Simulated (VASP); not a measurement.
Write the native input for VASP 6.6.1 that does the following.

```yaml
Task: single point
Functional: r2SCAN
Potentials_or_basis: VASP PAW PBE potentials, release 64 (Sn_d, Te)
Cutoff: 520 eV
k_mesh: 6 × 6 × 4
Occupations: gaussian, width 0.01 eV
Spin: no spin polarisation
Dipole_correction: no
Further_INCAR_settings: ALGO = Normal; EDIFF = 1e-07; NBANDS = 28
```

The system is SnTe.

```xyz
4
Lattice="5.5026 0.0000 0.0000 -2.7513 4.7654 0.0000 0.0000 0.0000 6.6150" Properties=species:S:1:pos:R:3 pbc="T T T"
Sn    0.0000    3.1769   -0.3042
Sn    2.7513    1.5885    3.0034
Te    0.0000    3.1769    2.7848
Te    2.7513    1.5885    6.0923
```

These files were run (other wordings do the same):

POSCAR

```
SnTe
1.0
    5.5026008091      0.0000000001      0.0000000000
   -2.7513004046      4.7653920875      0.0000000000
    0.0000000000      0.0000000000      6.6150483095
Sn Te
2 2
Direct
    0.3333333333      0.6666666667     -0.0459806339
    0.6666666667      0.3333333333      0.4540193661
    0.3333333333      0.6666666667      0.4209806339
    0.6666666667      0.3333333333      0.9209806339
```

INCAR.step1

```
PREC = Accurate ; ENCUT = 520
ISMEAR = 0 ; SIGMA = 0.01
LREAL = F ; LASPH = T
NELM = 100 ; NBANDS = 28
GGA = PE ; ALGO = Normal
EDIFF = 1E-4 ; LWAVE = T
LCHARG = F
```

INCAR.step2

```
PREC = Accurate ; ENCUT = 520
EDIFF = 1E-7 ; ISMEAR = 0
SIGMA = 0.01 ; LREAL = F
LASPH = T ; NELM = 100
ALGO = Normal ; ISIF = 2
LWAVE = F ; LCHARG = T
METAGGA = R2SCAN ; LMIXTAU = T
LELF = T ; LVHAR = T
NBANDS = 28 ; ISTART = 1
```

KPOINTS

```
Automatic mesh
0
Gamma
  6 6 4
```

Potentials or basis: VASP PAW PBE potentials, release 64 (Sn_d, Te).

Command:

```sh
$ cat potpaw_PBE.64/Sn_d/POTCAR potpaw_PBE.64/Te/POTCAR > POTCAR
$ cp INCAR.step1 INCAR
$ mpirun -np 1 vasp_std > vasp.out
$ cp INCAR.step2 INCAR
$ mpirun -np 1 vasp_std > vasp.out
```

Results of the run:

```yaml
Pressure: -1.7 GPa
Largest_force: 0.107 eV/Å
Band_gap_on_the_k_mesh: 0.84 eV (least direct gap 0.96 eV)
```

Caveat: the PAW data sets were made with another functional, which shifts forces and pressure a little; spin-orbit coupling is left out, which moves the levels of the heavy elements.

It took 4.4 min on 1 thread of Intel(R) Xeon(R) Platinum 8488C (Sapphire Rapids), with other jobs on the host, peak memory 0.37 GiB.
